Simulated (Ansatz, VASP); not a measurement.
# CuO: VASP beside Ansatz

```
Cu O
1.0
     2.08182   -2.08243    0.16492
     2.08182    2.08243    0.16492
    -0.40821    0.00000    5.21062
Cu O
2 2
Direct
  0.99425 0.49425 0.00185
  0.49425 0.99425 0.50185
  0.49406 0.49444 0.25185
  0.49444 0.49406 0.75185
```

Alike in both runs: functional r2SCAN; k mesh 9 × 9 × 5; occupations fermi-dirac, width 0.1 eV; no spin polarisation.

Ansatz relaxed the structure, and its values are those at the end. VASP's run is a single point on that final structure, the one shown.

|  | VASP | Ansatz |
| --- | --- | --- |
| version | VASP 6.6.1 | Ansatz 0.2.0 |
| potentials or method | VASP PAW PBE potentials, release 64 (Cu, O), cutoff 660 eV | PAW plane waves |
| valence electrons in the cell | 34 | 50 |

```csv
,VASP,Ansatz,Ansatz less VASP
pressure (GPa),-8.2,-8.8,-0.67
```

VASP's potentials were made for PBE, not for r2SCAN. VASP's potentials hold 34 valence electrons a cell and Ansatz's 50, so a difference there can come from the potentials and not from the codes. Ansatz's warnings: stress scf threshold loose, structure snapped to symmetry.
